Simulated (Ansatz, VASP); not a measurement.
## Two plane-wave programs on Pd

```
Pd
1.0
    -3.44695    3.44695    3.44695
     3.44695   -3.44695    3.44695
     3.44695    3.44695   -3.44695
Pd
8
Direct
  0.23227 0.23227 0.23227
  0.50000 0.00000 0.26773
  0.26773 0.50000 0.00000
  0.00000 0.26773 0.50000
  0.76773 0.76773 0.76773
  0.50000 0.00000 0.73227
  0.73227 0.50000 0.00000
  0.00000 0.73227 0.50000
```

Alike in both runs: functional PBE; k mesh 8 × 8 × 8; occupations gaussian, width 0.1 eV; no spin polarisation.

Ansatz relaxed the structure, and its values are those at the end. VASP's run is a single point on that final structure, the one shown.

|  | VASP | Ansatz |
| --- | --- | --- |
| version | VASP 6.6.1 | Ansatz 0.2.0 |
| potentials or method | VASP PAW PBE potentials, release 64 (Pd), cutoff 520 eV | scalar-relativistic, plane waves, PAW |
| valence electrons in the cell | 80 | 144 |

VASP gave:

| Property | Result |
| --- | --- |
| gap on the k mesh at the Fermi level (eV) | none |
| pressure (GPa) | -0.4 |

Q: What did Ansatz give for the same quantities?

A: gap on the k mesh at the Fermi level (eV): none; pressure (GPa): 0.0.

A gap of «none» marks a metal or a gap that the smearing closes. VASP's potentials hold 80 valence electrons a cell and Ansatz's 144, so a difference there can come from the potentials and not from the codes.
